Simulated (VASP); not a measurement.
# Tl3Cu: single point with PBE

Crystal: Tl3Cu.

```
Tl Cu
1.0
     4.71700    0.00000    0.00000
     0.00000    4.71700    0.00000
     0.00000    0.00000    4.71700
Tl Cu
3 1
Direct
  0.50000 0.50000 0.00000
  0.50000 0.00000 0.50000
  0.00000 0.50000 0.50000
  0.00000 0.00000 0.00000
```

```json
{
 "Program": "VASP 6.6.1",
 "Task": "single point",
 "Functional": "PBE",
 "Potentials or basis": "VASP PAW PBE potentials, release 64 (Tl_d, Cu)",
 "Cutoff": "520 eV",
 "k mesh": "5 × 5 × 5",
 "Occupations": "fermi-dirac, width 0.05 eV",
 "Spin": "no spin polarisation"
}
```

The pressure is -0.2 GPa. The band gap on the k mesh is zero (bands 25 and 26 overlap by 2.37 eV).

Levels at points of the mesh, in eV from the Fermi level:
```
           k point  band 22  band 23  band 24  band 25  band 26  band 27  band 28  band 29
(0.00, 0.00, 0.00)    -1.81    -1.81    -1.43    -1.43    -1.43     0.52     4.72     4.72
```

It took 23 s on 1 thread of Intel(R) Xeon(R) Platinum 8488C (Sapphire Rapids), on a shared host, peak memory 0.21 GiB.

Caveat: spin-orbit coupling is left out, which moves the levels of the heavy elements.
